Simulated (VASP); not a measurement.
Input of a VASP 6.6.1 run:

INCAR

```
  PREC = Accurate
  ENCUT = 520
  EDIFF = 1E-7
  ISMEAR = -1
  SIGMA = 0.08
  LREAL = False
  LASPH = True
  NELM = 100
  ALGO = Normal
  ISIF = 2
  LWAVE = False
  LCHARG = True
  GGA = PS
  LELF = True
  LVHAR = True
  NBANDS = 16
```

KPOINTS

```
Automatic mesh
0
Gamma
  10 10 8
```

POSCAR

```
ScB2
1.0
    3.1252857968      0.0000000000      0.0000000000
   -1.5626428984      2.7065768941      0.0000000000
    0.0000000000      0.0000000000      3.4868686439
Sc B
1 2
Direct
    0.0000000000      0.0000000000      0.0000000000
    0.3333333333      0.6666666667      0.5000000000
    0.6666666667      0.3333333333      0.5000000000
```

Potentials or basis: VASP PAW PBE potentials, release 64 (Sc_sv, B).

Command:

```bash
$ cat potpaw_PBE.64/Sc_sv/POTCAR potpaw_PBE.64/B/POTCAR > POTCAR
$ mpirun -np 1 vasp_std > vasp.out
```

Problem. Predict the pressure.

Solution. 0.5 GPa.

Stress tensor (GPa, compression positive):
```
0.47 0.00 0.00
0.00 0.47 0.00
0.00 0.00 0.58
```

Caveat: the PAW data sets were made with another functional, which shifts forces and pressure a little.
